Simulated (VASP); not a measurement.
# Ga3Se (Pm-3m) in VASP: a series of runs

The runs below take Ga3Se through single point, with r2SCAN.

All numbers are computed with VASP 6.6.1; they aren't measurements. Logs are shortened: lines on timing, memory, paths and dates and some standing lists are left out, and cuts for length are marked.

## Step 1: The cell of the first run

Symmetry: Pm-3m, No. 221, cubic system. Conventional cell: a = 4.432 Å, b = 4.432 Å, c = 4.432 Å, α = 90.00°, β = 90.00°, γ = 90.00°. Ga (site symmetry 4/mmm) has 8 Ga at 3.13 Å and 4 Se at 3.13 Å within 4.1 Å. Within 4.1 Å of Se (site symmetry m-3m) lie 12 Ga at 3.13 Å.

## Step 2: Single point, r2SCAN

POSCAR

```
Ga3Se
1.0
    4.4324650000      0.0000000000      0.0000000000
    0.0000000000      4.4324650000      0.0000000000
    0.0000000000      0.0000000000      4.4324650000
Ga Se
3 1
Direct
    0.0000000000      0.5000000000      0.5000000000
    0.5000000000      0.0000000000      0.5000000000
    0.5000000000      0.5000000000      0.0000000000
    0.0000000000      0.0000000000      0.0000000000
```

INCAR.step1

```
SYSTEM = Ga3Se
PREC = Accurate
ENCUT = 520
ISMEAR = 0
SIGMA = 0.1
LREAL = .FALSE.
LASPH = .TRUE.
NELM = 100
NBANDS = 30
GGA = PE
ALGO = Normal
EDIFF = 1E-4
LWAVE = .TRUE.
LCHARG = .FALSE.
```

INCAR.step2

```
SYSTEM = Ga3Se
PREC = Accurate
ENCUT = 520
EDIFF = 1E-6
ISMEAR = 0
SIGMA = 0.1
LREAL = .FALSE.
LASPH = .TRUE.
NELM = 100
ALGO = Normal
ISIF = 2
LWAVE = .FALSE.
LCHARG = .FALSE.
METAGGA = R2SCAN
LMIXTAU = .TRUE.
NBANDS = 30
ISTART = 1
```

KPOINTS

```
Automatic mesh
0
G
  4 4 4
  0 0 0
```

Potentials or basis: VASP PAW PBE potentials, release 64 (Ga_d, Se).

The run is started by

```console
$ cat potpaw_PBE.64/Ga_d/POTCAR potpaw_PBE.64/Se/POTCAR > POTCAR
$ cp INCAR.step1 INCAR
$ mpirun -np 1 vasp_std > vasp.out
$ cp INCAR.step2 INCAR
$ mpirun -np 1 vasp_std > vasp.out
```

OUTCAR:

```text
SYSTEM = Ga3Se
   PREC = Accurate
   ENCUT = 520
   EDIFF = 1E-6
   ISMEAR = 0
   LREAL = .FALSE.
   LASPH = .TRUE.
   NELM = 100
   ISIF = 2
   METAGGA = R2SCAN
   ISTART = 1

 ion  position               nearest neighbor table
   1  0.000  0.500  0.500-
   2  0.500  0.000  0.500-
   3  0.500  0.500  0.000-
   4  0.000  0.000  0.000-

  LATTYP: Found a simple cubic cell.
 ALAT       =     4.4324650000

  Lattice vectors:

 A1 = (   4.4324650000,   0.0000000000,   0.0000000000)
 A2 = (   0.0000000000,   4.4324650000,   0.0000000000)
 A3 = (   0.0000000000,   0.0000000000,   4.4324650000)

Analysis of symmetry for initial positions (statically):
=====================================================================
 Subroutine PRICEL returns:
 Original cell was already a primitive cell.

 Routine SETGRP: Setting up the symmetry group for a
 simple cubic supercell.

 Subroutine GETGRP returns: Found 48 space group operations
 (whereof 48 operations were pure point group operations)
 out of a pool of 48 trial point group operations.

The static configuration has the point symmetry O_h .

Analysis of symmetry for dynamics (positions and initial velocities):
=====================================================================
 Subroutine PRICEL returns:
 Original cell was already a primitive cell.

 Routine SETGRP: Setting up the symmetry group for a
 simple cubic supercell.

 Subroutine GETGRP returns: Found 48 space group operations
 (whereof 48 operations were pure point group operations)
 out of a pool of 48 trial point group operations.

The dynamic configuration has the point symmetry O_h .

 Subroutine INISYM returns: Found 48 space group operations
 (whereof 48 operations are pure point group operations),
 and found     1 'primitive' translations

----------------------------------------------------------------------------------------

                                     Primitive cell

  volume of cell :      87.0835

  direct lattice vectors                    reciprocal lattice vectors
     4.432465000  0.000000000  0.000000000     0.225608098  0.000000000  0.000000000
     0.000000000  4.432465000  0.000000000     0.000000000  0.225608098  0.000000000
     0.000000000  0.000000000  4.432465000     0.000000000  0.000000000  0.225608098

  length of vectors
     4.432465000  4.432465000  4.432465000     0.225608098  0.225608098  0.225608098

  position of ions in fractional coordinates (direct lattice)
     0.000000000  0.500000000  0.500000000
     0.500000000  0.000000000  0.500000000
     0.500000000  0.500000000  0.000000000
     0.000000000  0.000000000  0.000000000

  ion indices of the primitive-cell ions
   primitive index   ion index
                 1           1
                 2           2
                 3           3
                 4           4

----------------------------------------------------------------------------------------

 KPOINTS: Automatic mesh

Automatic generation of k-mesh.
 Grid dimensions read from file:
 generate k-points for:    4    4    4

 Generating k-lattice:

  Cartesian coordinates                     Fractional coordinates (reciprocal lattice)
     0.056402025  0.000000000  0.000000000     0.250000000  0.000000000  0.000000000
     0.000000000  0.056402025  0.000000000     0.000000000  0.250000000  0.000000000
     0.000000000  0.000000000  0.056402025     0.000000000  0.000000000  0.250000000

  Length of vectors
     0.056402025  0.056402025  0.056402025

  Shift w.r.t. Gamma in fractional coordinates (k-lattice)
     0.000000000  0.000000000  0.000000000

 Subroutine IBZKPT returns following result:
 ===========================================

 Found     10 irreducible k-points:

 Following reciprocal coordinates:
            Coordinates               Weight
  0.000000  0.000000  0.000000      1.000000
  0.250000  0.000000  0.000000      6.000000
  0.500000  0.000000  0.000000      3.000000
  0.250000  0.250000  0.000000     12.000000
  0.500000  0.250000  0.000000     12.000000
  0.500000  0.500000  0.000000      3.000000
  0.250000  0.250000  0.250000      8.000000
  0.500000  0.250000  0.250000     12.000000
  0.500000  0.500000  0.250000      6.000000
  0.500000  0.500000  0.500000      1.000000
   k-points           NKPTS =     10   k-points in BZ     NKDIM =     10   number of bands    NBANDS=     30
   number of dos      NEDOS =    301   number of ions     NIONS =      4
   total plane-waves  NPLWV =  46656
   dimension x,y,z NGX =    36 NGY =   36 NGZ =   36
   dimension x,y,z NGXF=    72 NGYF=   72 NGZF=   72
   ions per type =               3   1
   NGX,Y,Z   is equivalent  to a cutoff of  13.50, 13.50, 13.50 a.u.
   NGXF,Y,Z  is equivalent  to a cutoff of  27.00, 27.00, 27.00 a.u.
 SYSTEM =  Ga3Se
   PREC   = accura    normal or accurate (medium, high low for compatibility)
   ISTART =      1    job   : 0-new  1-cont  2-samecut
   ICHARG =      0    charge: 1-file 2-atom 10-const
   ISPIN  =      1    spin polarized calculation?
   LNONCOLLINEAR =      F non collinear calculations
   LSORBIT =      F    spin-orbit coupling
   LASPH  =      T    aspherical Exc in radial PAW
   ENCUT  =  520.0 eV  38.22 Ry    6.18 a.u.   8.24  8.24  8.24*2*pi/ulx,y,z
   NELM   =    100;   NELMIN=  2; NELMDL=  0     # of ELM steps
   EDIFF  = 0.1E-05   stopping-criterion for ELM
   LREAL  =      F    real-space projection
[... 7 lines left out ...]
   TEBEG  =    0.0;   TEEND  =   0.0 temperature during run
   PSTRESS=    0.0 pullay stress
   NELECT =      45.0000    total number of electrons
   NUPDOWN=      -1.0000    fix difference up-down
   EMIN   =  10.00;   EMAX   =-10.00  energy-range for DOS
   EFERMI =   0.00;   METHOD = LEGACY
   ISMEAR =     0;   SIGMA  =   0.10  broadening in eV -4-tet -1-fermi 0-gaus
   EFERMI_NEDOS =   21; number of points for ismear=-14 and -15
   IALGO  =     38    algorithm
   IMIX   =      4    mixing-type and parameters
     AMIX     =   0.40;   BMIX     =  1.00
     AMIX_MAG =   1.60;   BMIX_MAG =  1.00
  volume/ion in A,a.u.               =      21.77       146.92
  Fermi-wavevector in a.u.,A,eV,Ry     =   1.313713  2.482557 23.481488  1.725841
  Thomas-Fermi vector in A             =   2.444016
   LORBIT       =      0    0 simple, 1 ext, 2 COOP (PROOUT), +10 PAW based schemes
   METAGGA = R2SCAN    functional components
   LHFCALC =     F    Hartree Fock is set to
   AEXX    =    0.0000 exact exchange contribution
   IVDW    =     0    specifies the selected vdW correction
   LEPSILON=     F    determine dielectric tensor
   LRPA    =     F    only Hartree local field effects (RPA)
 non-spin polarized calculation
 Gauss-broadening in eV      SIGMA  =   0.10
  energy-cutoff  :      520.00
  volume of cell :       87.08
 maximum number of plane-waves:      2360
 NGX is ok and might be reduce to    36
   NGX = 17   NGY = 17   NGZ = 17

 number of electron      44.9999944 magnetization

 Free energy of the ion-electron system (eV)
  ---------------------------------------------------
  ext. energy  EPLUGINS =         0.00000000
  ---------------------------------------------------
  free energy    TOTEN  =       -48.16427049 eV

  energy without entropy =      -48.15460657  energy(sigma->0) =      -48.15943853

 E-fermi :   4.5364     XC(G=0): -11.0672

 val. band max:        4.5060088121   @ k =   0.5000   0.2500   0.2500
 cond. band min:       4.7876399526   @ k =   0.5000   0.2500   0.0000
 fundamental gap:      0.2816311405
 Fermi energy:         4.5364307735

 k-point     1 :       0.0000    0.0000    0.0000
  band No.  band energies     occupation
      1     -11.0960      2.00000
      2     -11.0766      2.00000
      3     -11.0766      2.00000
      4     -11.0766      2.00000
      5     -11.0261      2.00000
      6     -11.0261      2.00000
[... 22 lines left out ...]
     29      11.0908      0.00000
     30      12.1331      0.00000

 k-point     2 :       0.2500    0.0000    0.0000
  band No.  band energies     occupation
      1     -11.0698      2.00000
      2     -11.0592      2.00000
      3     -11.0462      2.00000
      4     -11.0462      2.00000
      5     -11.0219      2.00000
      6     -11.0054      2.00000
[... 22 lines left out ...]
     29      12.1721      0.00000
     30      12.4431      0.00000

 k-point     3 :       0.5000    0.0000    0.0000
  band No.  band energies     occupation
      1     -11.0621      2.00000
      2     -11.0229      2.00000
      3     -10.9936      2.00000
      4     -10.9932      2.00000
      5     -10.9932      2.00000
      6     -10.9741      2.00000
[... 22 lines left out ...]
     29       9.4295      0.00000
     30      11.0202      0.00000

 k-point     4 :       0.2500    0.2500    0.0000
  band No.  band energies     occupation
      1     -11.0501      2.00000
      2     -11.0500      2.00000
      3     -11.0289      2.00000
      4     -11.0182      2.00000
      5     -11.0108      2.00000
      6     -10.9907      2.00000
[... 22 lines left out ...]
     29       9.8197      0.00000
     30      10.5110      0.00000

 k-point     5 :       0.5000    0.2500    0.0000
  band No.  band energies     occupation
      1     -11.0344      2.00000
      2     -11.0187      2.00000
      3     -11.0163      2.00000
      4     -11.0029      2.00000
      5     -10.9877      2.00000
      6     -10.9761      2.00000
[... 22 lines left out ...]
     29       8.8365      0.00000
     30      11.3654      0.00000

 k-point     6 :       0.5000    0.5000    0.0000
  band No.  band energies     occupation
      1     -11.0210      2.00000
      2     -11.0210      2.00000
      3     -11.0159      2.00000
      4     -11.0106      2.00000
      5     -10.9882      2.00000
      6     -10.9600      2.00000
[... 22 lines left out ...]
     29      10.1528      0.00000
     30      12.5440      0.00000

 k-point     7 :       0.2500    0.2500    0.2500
  band No.  band energies     occupation
      1     -11.0664      2.00000
      2     -11.0314      2.00000
      3     -11.0314      2.00000
      4     -11.0177      2.00000
      5     -10.9892      2.00000
      6     -10.9806      2.00000
[... 22 lines left out ...]
     29      10.6981      0.00000
     30      13.0084      0.00000

 k-point     8 :       0.5000    0.2500    0.2500
  band No.  band energies     occupation
      1     -11.0740      2.00000
      2     -11.0323      2.00000
      3     -11.0163      2.00000
      4     -11.0061      2.00000
      5     -10.9904      2.00000
      6     -10.9901      2.00000
[... 22 lines left out ...]
     29      11.1375      0.00000
     30      11.2921      0.00000

 k-point     9 :       0.5000    0.5000    0.2500
  band No.  band energies     occupation
      1     -11.1092      2.00000
      2     -11.0197      2.00000
      3     -11.0197      2.00000
      4     -11.0090      2.00000
      5     -10.9972      2.00000
      6     -10.9972      2.00000
[... 22 lines left out ...]
     29      11.2709      0.00000
     30      12.9236      0.00000

 k-point    10 :       0.5000    0.5000    0.5000
  band No.  band energies     occupation
      1     -11.1571      2.00000
      2     -11.0236      2.00000
      3     -11.0236      2.00000
      4     -11.0236      2.00000
      5     -11.0156      2.00000
      6     -11.0156      2.00000
[... 22 lines left out ...]
     29      13.4874      0.00000
     30      13.4874      0.00000

------------------------ aborting loop because EDIFF is reached ----------------------------------------

  FORCE on cell =-STRESS in cart. coord.  units (eV):
  Direction    XX          YY          ZZ          XY          YZ          ZX
  --------------------------------------------------------------------------------------
  -------------------------------------------------------------------------------------
  Total       -0.6379681     -0.6379681     -0.6379681     -0.0000000      0.0000000     -0.0000000
  in kB      -11.7374450    -11.7374450    -11.7374450     -0.0000000      0.0000000     -0.0000000
  external PRESSURE =     -11.7374450 kB  Pullay stress =       0.0000000 kB

 VOLUME and BASIS-vectors are now :
 -----------------------------------------------------------------------------
  energy-cutoff  :      520.00
  volume of cell :       87.08
      direct lattice vectors                 reciprocal lattice vectors
     4.432465000  0.000000000  0.000000000     0.225608098  0.000000000  0.000000000
     0.000000000  4.432465000  0.000000000     0.000000000  0.225608098  0.000000000
     0.000000000  0.000000000  4.432465000     0.000000000  0.000000000  0.225608098

 POSITION                                       TOTAL-FORCE (eV/Angst)
 -----------------------------------------------------------------------------------
      0.00000      2.21623      2.21623         0.000000      0.000000      0.000000
      2.21623      0.00000      2.21623         0.000000      0.000000      0.000000
      2.21623      2.21623      0.00000         0.000000      0.000000      0.000000
      0.00000      0.00000      0.00000         0.000000      0.000000      0.000000
 -----------------------------------------------------------------------------------
    total drift:                                0.000000      0.000000      0.000000

  FREE ENERGIE OF THE ION-ELECTRON SYSTEM (eV)
  ---------------------------------------------------
  free  energy   TOTEN  =       -48.1642704946 eV

  energy  without entropy=      -48.1546065721  energy(sigma->0) =      -48.15943853
```

Run time: 4.6 min. Hardware: 1 thread of AMD EPYC 7R13, shared host; peak memory 0.19 GiB.

What came out:

| Quantity | Value |
| --- | --- |
| Free energy | -48.1643 eV |
| Pressure | -1.2 GPa |
| Band gap on the k mesh | zero (an odd number of electrons rules out a gap without spin polarisation) |

Caveat: the PAW data sets were made with another functional, which shifts forces and pressure a little.

## Step 3: Single point, r2SCAN

This run uses another cell than the first one, of 20.74 Å³/atom.

POSCAR

```
Ga3Se
1.0
    4.3611938999      0.0000000000      0.0000000000
    0.0000000000      4.3611938999      0.0000000000
    0.0000000000      0.0000000000      4.3611938999
Ga Se
3 1
Direct
    0.0000000000      0.5000000000      0.5000000000
    0.5000000000      0.0000000000      0.5000000000
    0.5000000000      0.5000000000      0.0000000000
    0.0000000000      0.0000000000      0.0000000000
```

INCAR.step1 is that of step 2.

INCAR.step2 is that of step 2.

KPOINTS

```
Automatic mesh
0
G
  10 10 10
  0 0 0
```

Potentials or basis: VASP PAW PBE potentials, release 64 (Ga_d, Se).

The run is started by

```console
$ cat potpaw_PBE.64/Ga_d/POTCAR potpaw_PBE.64/Se/POTCAR > POTCAR
$ cp INCAR.step1 INCAR
$ mpirun -np 1 vasp_std > vasp.out
$ cp INCAR.step2 INCAR
$ mpirun -np 1 vasp_std > vasp.out
```

It took 9.7 min on 1 thread of AMD EPYC 7R13, shared host; peak memory 0.24 GiB.

Results (log left out):

```yaml
Free_energy: -48.2350 eV
Pressure: 0.0 GPa
Band_gap_on_the_k_mesh: zero (an odd number of electrons rules out a gap without spin polarisation)
```

Levels at points of the mesh, in eV from the Fermi level:
```csv
k point,band 19,band 20,band 21,band 22,band 23,band 24,band 25,band 26
"(0.00, 0.00, 0.00)",-4.21,-4.21,-2.76,-2.76,1.67,1.67,1.67,4.78
"(0.50, 0.00, 0.00)",-3.19,-3.19,-1.98,-1.21,-0.39,-0.39,1.31,4.52
"(0.50, 0.50, 0.00)",-6.89,-2.50,-0.70,-0.67,-0.67,1.60,1.73,1.73
"(0.50, 0.50, 0.50)",-5.40,-5.31,-5.31,-5.31,-3.94,4.39,4.39,4.39
```

Caveat: the PAW data sets were made with another functional, which shifts forces and pressure a little.
